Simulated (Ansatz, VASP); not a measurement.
Y in VASP and in Ansatz

Contents of POSCAR:

```
Y
1.0
    0.0000000000      2.2862000000      2.2862000000
    2.2862000000      0.0000000000      2.2862000000
    2.2862000000      2.2862000000      0.0000000000
Y
1
Direct
    0.0000000000      0.0000000000      0.0000000000
```

File INCAR.step1:

```
PREC     = Accurate       # precision mode
ENCUT    = 520            # plane-wave cutoff, eV
ISMEAR   = 0              # smearing method
SIGMA    = 0.15           # smearing width, eV
LREAL    = False          # projectors in reciprocal space
LASPH    = True           # aspherical terms in the spheres
NELM     = 100            # most SCF steps
NBANDS   = 12             # bands
GGA      = PE             # functional
ALGO     = Normal         # electronic algorithm
EDIFF    = 1E-4           # SCF threshold, eV
LWAVE    = True           # write WAVECAR
LCHARG   = False          # write CHGCAR
```

INCAR.step2

```
PREC     = Accurate       # precision mode
ENCUT    = 520            # plane-wave cutoff, eV
EDIFF    = 1E-7           # SCF threshold, eV
ISMEAR   = 0              # smearing method
SIGMA    = 0.15           # smearing width, eV
LREAL    = False          # projectors in reciprocal space
LASPH    = True           # aspherical terms in the spheres
NELM     = 100            # most SCF steps
ALGO     = Normal         # electronic algorithm
ISIF     = 2              # what is computed and relaxed
LWAVE    = False          # write WAVECAR
LCHARG   = True           # write CHGCAR
METAGGA  = R2SCAN         # meta-GGA
LMIXTAU  = True         
LELF     = True           # ELF
LVHAR    = True         
NBANDS   = 12             # bands
ISTART   = 1
```

The input KPOINTS:

```
regular mesh
0
Gamma
  16 16 16
```

Input for Ansatz:

```yaml
crystal:
  lattice:
    - [0.0, 2.2862, 2.2862]
    - [2.2862, 0.0, 2.2862]
    - [2.2862, 2.2862, 0.0]
  atoms:
    - { symbol: "Y", position: [0.0, 0.0, 0.0] }
basis:
  ecutwfc: 500
kpoints:
  mp_grid: { grid: [16, 16, 16] }
hamiltonian:
  xc: r2scan
scf:
  occupations: { method: gaussian, width: 0.15 }
output:
  forces: true
  stress: true
  eigenvalues: true
```

Change from the starting cell: strain -0.080 along x and y, -0.080 along z, atoms carried along.

Alike in both runs: task single point; functional r2SCAN; k mesh 16 × 16 × 16; occupations gaussian, width 0.15 eV; no spin polarisation.

```csv
,VASP,Ansatz
version,VASP 6.6.1,Ansatz 0.2.0
potentials or method,"VASP PAW PBE potentials, release 64 (Y_sv), cutoff 520 eV","scalar-relativistic, plane waves, PAW"
valence electrons in the cell,11,11
```

```csv
,VASP,Ansatz,Ansatz less VASP
gap on the k mesh at the Fermi level (eV),none,none,-
pressure (GPa),20.4,20.4,-0.08
```

VASP's potentials were made for PBE, not for r2SCAN. A gap of «none» marks a metal or a gap that the smearing closes. With one functional, cell and mesh, what is left measures potentials, basis and numerics.
